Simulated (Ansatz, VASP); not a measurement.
# Two plane-wave programs on Sc2H3F3

```
Sc H F
1.0
     3.99880    0.00000    0.00000
     0.00000    3.99880    0.00000
     0.00000    0.00000    7.94756
Sc H F
2 3 3
Direct
  0.00000 0.00000 0.75664
  0.00000 0.00000 0.24336
  0.50000 0.00000 0.77975
  0.00000 0.50000 0.22025
  0.00000 0.00000 0.00000
  0.50000 0.00000 0.24675
  0.00000 0.50000 0.75325
  0.00000 0.00000 0.50000
```

Alike in both runs: functional PBE; k mesh 6 × 6 × 4; occupations gaussian, width 0.02 eV; no spin polarisation.

Ansatz relaxed the structure, and its values are those at the end. VASP's run is a single point on that final structure, the one shown.

|  | VASP | Ansatz |
| --- | --- | --- |
| version | VASP 6.6.1 | Ansatz 0.2.0 |
| potentials or method | VASP PAW PBE potentials, release 64 (Sc_sv, H, F), cutoff 520 eV | scalar-relativistic, plane waves, PAW |
| valence electrons in the cell | 46 | 46 |

```tsv
	VASP	Ansatz	Ansatz less VASP
gap on the k mesh at the Fermi level (eV)	3.34	3.35	+0.010
least direct gap on the mesh (eV)	3.35	3.35	+0.009
pressure (GPa)	0.2	0.0	-0.27
rms of the force components (eV/Å)	0.017	0.000	-0.0173
```

With one functional, cell and mesh, what is left measures potentials, basis and numerics.
